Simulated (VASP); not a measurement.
PtS2, 3 atoms in the cell. The typed cell holds 3 atoms: a = 3.543 Å, b = 3.543 Å, c = 5.039 Å, α = 90.00°, β = 90.00°, γ = 120.00°.  This cell differs from its parent crystal: atom 2 (S) moved by (-0.100, +0.200) A along x and y.

| Item | Value |
| --- | --- |
| Program | VASP 6.6.1 |
| Task | single point |
| Functional | PBE |
| Potentials or basis | VASP PAW PBE potentials, release 64 (Pt, S) |
| Cutoff | 520 eV |
| k mesh | 12 × 12 × 8 |
| Occupations | gaussian, width 0.05 eV |
| Spin | no spin polarisation |
| Dipole correction | no |
| Further INCAR settings | ALGO = Normal; EDIFF = 1e-07; NBANDS = 18 |

Potentials or basis: VASP PAW PBE potentials, release 64 (Pt, S).

Launch:

```sh
$ cat potpaw_PBE.64/Pt/POTCAR potpaw_PBE.64/S/POTCAR > POTCAR
$ mpirun -np 1 vasp_std > vasp.out
```

Hardware: 1 thread of Intel(R) Xeon(R) 6975P-C (Granite Rapids), on a shared host.

How long does it take, and how much memory?

Run time: 3.3 min on 1 thread of Intel(R) Xeon(R) 6975P-C (Granite Rapids), with other jobs on the host, peak memory 0.61 GiB. Counts: scf iterations 15, k points 580.
